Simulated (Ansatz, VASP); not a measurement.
**SiB3W in VASP and in Ansatz**

```xyz
5
Lattice="3.9183 0.0000 0.0000 -1.9591 3.3933 0.0000 0.0000 0.0000 4.6305" Properties=species:S:1:pos:R:3 pbc="T T T"
Si    0.0000    0.0000    0.0000
B     1.9591    0.0000    0.0000
B    -0.9796    1.6967    0.0000
B     0.9796    1.6967    0.0000
W     0.0000    0.0000    2.3153
```

Alike in both runs: functional PBE; k mesh 12 × 12 × 8; occupations gaussian, width 0.1 eV; no spin polarisation.

Ansatz relaxed the structure, and its values are those at the end. VASP's run is a single point on that final structure, the one shown.

```csv
,VASP,Ansatz
version,VASP 6.6.1,Ansatz 0.2.0
potentials or method,"VASP PAW PBE potentials, release 64 (Si, B, W_sv), cutoff 520 eV","scalar-relativistic, plane waves, PAW"
valence electrons in the cell,27,27
```

```tsv
	VASP	Ansatz	Ansatz less VASP
gap on the k mesh at the Fermi level (eV)	none	none	-
pressure (GPa)	-0.1	0.0	+0.10
```

A gap of «none» marks a metal or a gap that the smearing closes.

Neither program's run includes spin-orbit coupling.
